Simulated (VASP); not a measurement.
# HfN (P6_3/mmc) in VASP: notebook, part 2 of 2

VASP 6.6.1.

### Step 5. Single point, LDA

This run uses another cell than the first one, of 11.98 Å³/atom.

INCAR

```
ALGO = Normal ; EDIFF = 1E-7
ENCUT = 520 ; GGA = CA
ISIF = 2 ; ISMEAR = -1
LASPH = True ; LCHARG = False
LREAL = False ; LWAVE = False
NBANDS = 23 ; NELM = 60
PREC = Accurate ; SIGMA = 0.01
```

KPOINTS

```
k-points
0
Gamma
  8 8 4
```

POSCAR

```
HfN
1.0
    3.1751483609      0.0000000000      0.0000000000
   -1.5875741805      2.7497592010      0.0000000000
    0.0000000000      0.0000000000      5.4880494375
Hf N
2 2
Direct
    0.6666666667      0.3333333333      0.7500000000
    0.3333333333      0.6666666667      0.2500000000
    0.0000000000      0.0000000000      0.0000000000
    0.0000000000      0.0000000000      0.5000000000
```

Potentials or basis: VASP PAW LDA potentials, release 64 (Hf_pv, N).

On the command line:

```
> cat potpaw_LDA.64/Hf_pv/POTCAR potpaw_LDA.64/N/POTCAR > POTCAR
> mpirun -np 1 vasp_std > vasp.out
```

OUTCAR:

```text
EDIFF = 1E-7
   ENCUT = 520
   GGA = CA
   ISIF = 2
   ISMEAR = -1
   LASPH = True
   LREAL = False
   NELM = 60
   PREC = Accurate

 ion  position               nearest neighbor table
   1  0.667  0.333  0.750-   3 2.29   4 2.29   3 2.29   4 2.29   3 2.29   4 2.29   2 3.30   2 3.30
                             2 3.30   2 3.30   2 3.30   2 3.30
   2  0.333  0.667  0.250-   3 2.29   4 2.29   3 2.29   4 2.29   3 2.29   4 2.29   1 3.30   1 3.30
                             1 3.30   1 3.30   1 3.30   1 3.30
   3  0.000  0.000  0.000-   1 2.29   2 2.29   1 2.29   2 2.29   1 2.29   2 2.29
   4  0.000  0.000  0.500-   1 2.29   2 2.29   1 2.29   2 2.29   1 2.29   2 2.29

  LATTYP: Found a hexagonal cell.
 ALAT       =     3.1751483609
 C/A-ratio  =     1.7284387417

  Lattice vectors:

 A1 = (   3.1751483609,   0.0000000000,   0.0000000000)
 A2 = (  -1.5875741805,   2.7497592010,   0.0000000000)
 A3 = (   0.0000000000,   0.0000000000,   5.4880494375)

Analysis of symmetry for initial positions (statically):
=====================================================================
 Subroutine PRICEL returns:
[... 177 lines left out ...]
 E-fermi :   7.2422     XC(G=0): -12.7913

 val. band max:        7.2416470753   @ k =   0.1250   0.0000   0.0000
 cond. band min:       7.2711775902   @ k =   0.1250   0.0000   0.2500
 fundamental gap:      0.0295305149
 Fermi energy:         7.2422245033

 k-point     1 :       0.0000    0.0000    0.0000
  band No.  band energies     occupation
      1     -24.1538      2.00000
      2     -23.3981      2.00000
      3     -23.3039      2.00000
      4     -23.3039      2.00000
      5     -23.2486      2.00000
      6     -23.2486      2.00000
[... 613 lines left out ...]
     22      12.5500      0.00000
     23      14.2201      0.00000

 [... further k-points ...]

------------------------ aborting loop because EDIFF is reached ----------------------------------------

  FORCE on cell =-STRESS in cart. coord.  units (eV):
  Direction    XX          YY          ZZ          XY          YZ          ZX
  --------------------------------------------------------------------------------------
  -------------------------------------------------------------------------------------
  Total       -5.6702034     -5.6702037     -5.7054884      0.0000000      0.0000000     -0.0000000
  in kB     -189.5974621   -189.5974703   -190.7773025      0.0000000      0.0000000     -0.0000000
  external PRESSURE =    -189.9907450 kB  Pullay stress =       0.0000000 kB

 VOLUME and BASIS-vectors are now :
 -----------------------------------------------------------------------------
  energy-cutoff  :      520.00
  volume of cell :       47.92
      direct lattice vectors                 reciprocal lattice vectors
     3.175148361  0.000000000  0.000000000     0.314945913  0.181834104  0.000000000
    -1.587574181  2.749759201  0.000000000     0.000000000  0.363668208  0.000000000
     0.000000000  0.000000000  5.488049437     0.000000000  0.000000000  0.182214102

 POSITION                                       TOTAL-FORCE (eV/Angst)
 -----------------------------------------------------------------------------------
      1.58757      0.91659      4.11604         0.000000     -0.000000      0.000000
     -0.00000      1.83317      1.37201        -0.000000      0.000000      0.000000
      0.00000      0.00000      0.00000         0.000000      0.000000      0.000000
      0.00000      0.00000      2.74402         0.000000      0.000000      0.000000
 -----------------------------------------------------------------------------------
    total drift:                               -0.000000      0.000000     -0.000000

  FREE ENERGIE OF THE ION-ELECTRON SYSTEM (eV)
  ---------------------------------------------------
  free  energy   TOTEN  =       -47.3527072263 eV

  energy  without entropy=      -47.3510715182  energy(sigma->0) =      -47.35188937
```

OSZICAR:

```text
N       E                     dE             d eps       ncg     rms          rms(c)
DAV:   1     0.108803168359E+03    0.10880E+03   -0.16497E+04  1380   0.130E+03
DAV:   2    -0.475002606903E+02   -0.15630E+03   -0.14821E+03  1799   0.308E+02
DAV:   3    -0.534512255852E+02   -0.59510E+01   -0.58886E+01  1819   0.467E+01
DAV:   4    -0.534972607248E+02   -0.46035E-01   -0.45990E-01  1615   0.443E+00
DAV:   5    -0.534979019474E+02   -0.64122E-03   -0.64086E-03  1862   0.428E-01    0.706E+01
DAV:   6    -0.476619458787E+02    0.58360E+01   -0.28720E+01  1597   0.265E+01    0.554E+01
DAV:   7    -0.474268503070E+02    0.23510E+00   -0.25130E+00  1583   0.900E+00    0.254E+01
DAV:   8    -0.473640239142E+02    0.62826E-01   -0.25448E-01  1888   0.307E+00    0.460E+00
DAV:   9    -0.473534310503E+02    0.10593E-01   -0.43439E-02  1584   0.127E+00    0.317E+00
DAV:  10    -0.473533340857E+02    0.96965E-04   -0.97638E-03  1726   0.607E-01    0.156E+00
DAV:  11    -0.473527034532E+02    0.63063E-03   -0.23778E-03  1660   0.286E-01    0.480E-02
DAV:  12    -0.473527079096E+02   -0.44564E-05   -0.13046E-04  1703   0.756E-02    0.134E-01
DAV:  13    -0.473527072000E+02    0.70961E-06   -0.29017E-06  1647   0.108E-02    0.204E-02
DAV:  14    -0.473527072263E+02   -0.26361E-07   -0.10081E-07  1265   0.216E-03
   1 F= -.47352707E+02 E0= -.47351889E+02  d E =-.163571E-02
```

stdout:

```text
POSCAR found type information on POSCAR HfN
 POSCAR found :  2 types and       4 ions
 scaLAPACK will be used
 LDA part: xc-table for (Slater(with rela. corr.)+CA(PZ))
 , standard interpolation
 POSCAR, INCAR and KPOINTS ok, starting setup
 FFT: planning ... GRIDC
 FFT: planning ... GRID_SOFT
 FFT: planning ... GRID
 WAVECAR not read
 entering main loop
```

Wall time 45 s (1 thread of Intel Xeon 8259CL, shared host); peak memory 0.16 GiB.

What came out:

```
Free energy            : -47.3527 eV
Pressure               : -19.0 GPa
Band gap on the k mesh : zero (bands 15 and 16 overlap by 2.16 eV)
```

Stress tensor (GPa, compression positive):
```
-18.96   0.00   0.00
  0.00 -18.96   0.00
  0.00   0.00 -19.08
```

Caveat: the cell stands under tension; spin-orbit coupling is left out, which moves the levels of the heavy elements.

### Step 6. Single point, LDA

This run uses another cell than the first one, of 12.32 Å³/atom.

INCAR

```
PREC = Accurate
ENCUT = 520
EDIFF = 1E-6
ISMEAR = -1
SIGMA = 0.01
LREAL = False
LASPH = True
NELM = 80
ALGO = Normal
ISIF = 2
LWAVE = False
LCHARG = False
NBANDS = 23
```

KPOINTS

```
regular mesh
0
Gamma
  8 8 4
```

POSCAR

```
HfN
1.0
    3.2053896892      0.0000000000      0.0000000000
   -1.6026948446      2.7759489601      0.0000000000
    0.0000000000      0.0000000000      5.5403197209
Hf N
2 2
Direct
    0.6666666667      0.3333333333      0.7500000000
    0.3333333333      0.6666666667      0.2500000000
    0.0000000000      0.0000000000      0.0000000000
    0.0000000000      0.0000000000      0.5000000000
```

Potentials or basis: VASP PAW LDA potentials, release 64 (Hf_pv, N).

On the command line:

```
> cat potpaw_LDA.64/Hf_pv/POTCAR potpaw_LDA.64/N/POTCAR > POTCAR
> mpirun -np 1 vasp_std > vasp.out
```

OUTCAR:

```text
PREC = Accurate
   ENCUT = 520
   EDIFF = 1E-6
   ISMEAR = -1
   LREAL = False
   LASPH = True
   NELM = 80
   ISIF = 2

 ion  position               nearest neighbor table
   1  0.667  0.333  0.750-   3 2.31   4 2.31   3 2.31   4 2.31   3 2.31   4 2.31   2 3.33   2 3.33
                             2 3.33   2 3.33   2 3.33   2 3.33
   2  0.333  0.667  0.250-   3 2.31   4 2.31   3 2.31   4 2.31   3 2.31   4 2.31   1 3.33   1 3.33
                             1 3.33   1 3.33   1 3.33   1 3.33
   3  0.000  0.000  0.000-   1 2.31   2 2.31   1 2.31   2 2.31   1 2.31   2 2.31
   4  0.000  0.000  0.500-   1 2.31   2 2.31   1 2.31   2 2.31   1 2.31   2 2.31

  LATTYP: Found a hexagonal cell.
 ALAT       =     3.2053896892
 C/A-ratio  =     1.7284387417

  Lattice vectors:

 A1 = (   3.2053896892,   0.0000000000,   0.0000000000)
 A2 = (  -1.6026948446,   2.7759489601,   0.0000000000)
 A3 = (   0.0000000000,   0.0000000000,   5.5403197209)

Analysis of symmetry for initial positions (statically):
=====================================================================
 Subroutine PRICEL returns:
 Original cell was already a primitive cell.

 Routine SETGRP: Setting up the symmetry group for a
 hexagonal supercell.

 Subroutine GETGRP returns: Found 24 space group operations
 (whereof 12 operations were pure point group operations)
 out of a pool of 24 trial point group operations.

The static configuration has the point symmetry D_3d.
 The point group associated with its full space group is D_6h.

Analysis of symmetry for dynamics (positions and initial velocities):
=====================================================================
 Subroutine PRICEL returns:
 Original cell was already a primitive cell.

 Routine SETGRP: Setting up the symmetry group for a
 hexagonal supercell.

 Subroutine GETGRP returns: Found 24 space group operations
 (whereof 12 operations were pure point group operations)
 out of a pool of 24 trial point group operations.

The dynamic configuration has the point symmetry D_3d.
 The point group associated with its full space group is D_6h.

 Subroutine INISYM returns: Found 24 space group operations
 (whereof 12 operations are pure point group operations),
 and found     1 'primitive' translations

----------------------------------------------------------------------------------------

                                     Primitive cell

  volume of cell :      49.2978

  direct lattice vectors                    reciprocal lattice vectors
     3.205389689  0.000000000  0.000000000     0.311974548  0.180118585  0.000000000
    -1.602694845  2.775948960  0.000000000     0.000000000  0.360237171  0.000000000
     0.000000000  0.000000000  5.540319721     0.000000000  0.000000000  0.180494999

  length of vectors
     3.205389689  3.205389741  5.540319721     0.360237177  0.360237171  0.180494999

  position of ions in fractional coordinates (direct lattice)
     0.666666667  0.333333333  0.750000000
     0.333333333  0.666666667  0.250000000
     0.000000000  0.000000000  0.000000000
     0.000000000  0.000000000  0.500000000

  ion indices of the primitive-cell ions
   primitive index   ion index
                 1           1
                 2           2
                 3           3
                 4           4

[... 25 lines left out ...]

 Following reciprocal coordinates:
            Coordinates               Weight
  0.000000  0.000000  0.000000      1.000000
  0.125000  0.000000  0.000000      6.000000
  0.250000  0.000000  0.000000      6.000000
  0.375000  0.000000  0.000000      6.000000
  0.500000  0.000000  0.000000      3.000000
  0.125000  0.125000  0.000000      6.000000
[... 16 lines left out ...]
  0.250000  0.000000  0.500000      6.000000
  0.375000  0.000000  0.500000      6.000000
 [... further k-points ...]
   k-points           NKPTS =     30   k-points in BZ     NKDIM =     30   number of bands    NBANDS=     23
   number of dos      NEDOS =    301   number of ions     NIONS =      4
   total plane-waves  NPLWV =  24192
   dimension x,y,z NGX =    24 NGY =   24 NGZ =   42
   dimension x,y,z NGXF=    48 NGYF=   48 NGZF=   84
   ions per type =               2   2
   NGX,Y,Z   is equivalent  to a cutoff of  12.45, 12.45, 12.60 a.u.
   NGXF,Y,Z  is equivalent  to a cutoff of  24.89, 24.89, 25.21 a.u.
 SYSTEM =  unknown system
   PREC   = accura    normal or accurate (medium, high low for compatibility)
   ISTART =      0    job   : 0-new  1-cont  2-samecut
   ICHARG =      2    charge: 1-file 2-atom 10-const
   ISPIN  =      1    spin polarized calculation?
   LNONCOLLINEAR =      F non collinear calculations
   LSORBIT =      F    spin-orbit coupling
   LASPH  =      T    aspherical Exc in radial PAW
   ENCUT  =  520.0 eV  38.22 Ry    6.18 a.u.   5.96  5.96 10.30*2*pi/ulx,y,z
   NELM   =     80;   NELMIN=  2; NELMDL= -5     # of ELM steps
   EDIFF  = 0.1E-05   stopping-criterion for ELM
   LREAL  =      F    real-space projection
   EDIFFG = 0.1E-04   stopping-criterion for IOM
   NSW    =      0    number of steps for IOM
   IBRION =     -1    ionic relax: 0-MD 1-quasi-New 2-CG
   NFREE  =      0    steps in history (QN), initial steepest desc. (CG)
   ISIF   =      2    stress and relaxation
   ISYM   =      2    0-nonsym 1-usesym 2-fastsym
   POTIM  = 0.5000    time-step for ionic-motion
   TEBEG  =    0.0;   TEEND  =   0.0 temperature during run
   PSTRESS=    0.0 pullay stress
   NELECT =      30.0000    total number of electrons
   NUPDOWN=      -1.0000    fix difference up-down
   EMIN   =  10.00;   EMAX   =-10.00  energy-range for DOS
   EFERMI =   0.00;   METHOD = LEGACY
   ISMEAR =    -1;   SIGMA  =   0.01  broadening in eV -4-tet -1-fermi 0-gaus
   EFERMI_NEDOS =   21; number of points for ismear=-14 and -15
   IALGO  =     38    algorithm
   IMIX   =      4    mixing-type and parameters
     AMIX     =   0.40;   BMIX     =  1.00
     AMIX_MAG =   1.60;   BMIX_MAG =  1.00
  volume/ion in A,a.u.               =      12.32        83.17
  Fermi-wavevector in a.u.,A,eV,Ry     =   1.387308  2.621632 26.186090  1.924623
  Thomas-Fermi vector in A             =   2.511541
   LORBIT       =      0    0 simple, 1 ext, 2 COOP (PROOUT), +10 PAW based schemes
   GGA     = CA    functional components
   LHFCALC =     F    Hartree Fock is set to
   AEXX    =    0.0000 exact exchange contribution
   IVDW    =     0    specifies the selected vdW correction
   LEPSILON=     F    determine dielectric tensor
   LRPA    =     F    only Hartree local field effects (RPA)
 non-spin polarized calculation
  energy-cutoff  :      520.00
  volume of cell :       49.30
 maximum number of plane-waves:      1350
 NGX is ok and might be reduce to    24
   NGX = 11   NGY = 11   NGZ = 21

 number of electron      30.0000004 magnetization

 Free energy of the ion-electron system (eV)
  ---------------------------------------------------
  ext. energy  EPLUGINS =         0.00000000
  ---------------------------------------------------
  free energy    TOTEN  =       -47.16398006 eV

  energy without entropy =      -47.16272956  energy(sigma->0) =      -47.16335481

 E-fermi :   6.9918     XC(G=0): -12.6476

 val. band max:        6.9678567631   @ k =   0.3750   0.1250   0.5000
 cond. band min:       6.9965644352   @ k =   0.1250   0.0000   0.0000
 fundamental gap:      0.0287076721
 Fermi energy:         6.9917903521

 k-point     1 :       0.0000    0.0000    0.0000
  band No.  band energies     occupation
      1     -24.4375      2.00000
      2     -23.7619      2.00000
      3     -23.6663      2.00000
      4     -23.6663      2.00000
      5     -23.6157      2.00000
      6     -23.6157      2.00000
[... 613 lines left out ...]
     22      12.0774      0.00000
     23      13.7140      0.00000

 [... further k-points ...]

------------------------ aborting loop because EDIFF is reached ----------------------------------------

  FORCE on cell =-STRESS in cart. coord.  units (eV):
  Direction    XX          YY          ZZ          XY          YZ          ZX
  --------------------------------------------------------------------------------------
  -------------------------------------------------------------------------------------
  Total       -7.5870237     -7.5870240     -7.7092985     -0.0000000      0.0000000      0.0000000
  in kB     -246.5783150   -246.5783257   -250.5522491     -0.0000000      0.0000000      0.0000000
  external PRESSURE =    -247.9029633 kB  Pullay stress =       0.0000000 kB

 VOLUME and BASIS-vectors are now :
 -----------------------------------------------------------------------------
  energy-cutoff  :      520.00
  volume of cell :       49.30
      direct lattice vectors                 reciprocal lattice vectors
     3.205389689  0.000000000  0.000000000     0.311974548  0.180118585  0.000000000
    -1.602694845  2.775948960  0.000000000     0.000000000  0.360237171  0.000000000
     0.000000000  0.000000000  5.540319721     0.000000000  0.000000000  0.180494999

 POSITION                                       TOTAL-FORCE (eV/Angst)
 -----------------------------------------------------------------------------------
      1.60269      0.92532      4.15524        -0.000000     -0.000000      0.000000
     -0.00000      1.85063      1.38508         0.000000      0.000000      0.000000
      0.00000      0.00000      0.00000         0.000000      0.000000      0.000000
      0.00000      0.00000      2.77016         0.000000      0.000000      0.000000
 -----------------------------------------------------------------------------------
    total drift:                               -0.000000      0.000000     -0.000000

  FREE ENERGIE OF THE ION-ELECTRON SYSTEM (eV)
  ---------------------------------------------------
  free  energy   TOTEN  =       -47.1639800555 eV

  energy  without entropy=      -47.1627295643  energy(sigma->0) =      -47.16335481
```

OSZICAR:

```text
N       E                     dE             d eps       ncg     rms          rms(c)
DAV:   1     0.102020776355E+03    0.10202E+03   -0.16465E+04  1380   0.129E+03
DAV:   2    -0.474335344895E+02   -0.14945E+03   -0.14167E+03  1790   0.301E+02
DAV:   3    -0.532921293971E+02   -0.58586E+01   -0.57975E+01  1819   0.457E+01
DAV:   4    -0.533438896983E+02   -0.51760E-01   -0.51728E-01  1592   0.455E+00
DAV:   5    -0.533446084842E+02   -0.71879E-03   -0.71860E-03  1839   0.449E-01    0.670E+01
DAV:   6    -0.475062723698E+02    0.58383E+01   -0.29608E+01  1611   0.263E+01    0.531E+01
DAV:   7    -0.472402671345E+02    0.26601E+00   -0.26290E+00  1598   0.910E+00    0.261E+01
DAV:   8    -0.471775923445E+02    0.62675E-01   -0.26920E-01  1806   0.323E+00    0.512E+00
DAV:   9    -0.471650106583E+02    0.12582E-01   -0.59756E-02  1577   0.144E+00    0.328E+00
DAV:  10    -0.471646228002E+02    0.38786E-03   -0.11990E-02  1726   0.660E-01    0.143E+00
DAV:  11    -0.471639766069E+02    0.64619E-03   -0.25950E-03  1681   0.290E-01    0.525E-02
DAV:  12    -0.471639816915E+02   -0.50846E-05   -0.14870E-04  1718   0.800E-02    0.173E-01
DAV:  13    -0.471639800356E+02    0.16560E-05   -0.47359E-06  1660   0.139E-02    0.230E-02
DAV:  14    -0.471639800555E+02   -0.19960E-07   -0.20055E-07  1131   0.305E-03
   1 F= -.47163980E+02 E0= -.47163355E+02  d E =-.125049E-02
```

Run time: 45 s. Hardware: 1 thread of Intel Xeon 8259CL, shared host; peak memory 0.16 GiB.

Results:

```yaml
Free_energy: -47.1640 eV
Pressure: -24.8 GPa
Band_gap_on_the_k_mesh: zero (bands 15 and 16 overlap by 2.08 eV)
```

Stress tensor (GPa, compression positive):
```
-24.66   0.00   0.00
  0.00 -24.66   0.00
  0.00   0.00 -25.06
```

Caveat: the cell stands under tension; spin-orbit coupling is left out, which moves the levels of the heavy elements.

### Step 7. Summary

| cell | gap on the mesh (eV) | pressure (GPa) |
| --- | --- | --- |
| a = 3.081, b = 3.081, c = 5.325 Å, angles 90.0, 90.0, 120.0°, 4 atoms | none | 5.0 |
| a = 3.113, b = 3.113, c = 5.380 Å, angles 90.0, 90.0, 120.0°, 4 atoms | none | -4.3 |
| a = 3.144, b = 3.144, c = 5.435 Å, angles 90.0, 90.0, 120.0°, 4 atoms | none | -12.2 |
| a = 3.175, b = 3.175, c = 5.488 Å, angles 90.0, 90.0, 120.0°, 4 atoms | none | -19.0 |
| a = 3.205, b = 3.205, c = 5.540 Å, angles 90.0, 90.0, 120.0°, 4 atoms | none | -24.8 |

Alike in all rows: task single point; level LDA; potentials or basis VASP PAW LDA potentials, release 64 (Hf_pv, N); no spin polarisation; k mesh 8 × 8 × 4; cutoff (eV) 520; smearing fermi-dirac 0.01 eV.

Caveats: spin-orbit coupling is left out, which moves the levels of the heavy elements; the cell stands under tension (at least some runs); the cell stands under pressure (at least some runs).

Absolute energies hang on the potentials; compare differences alone.
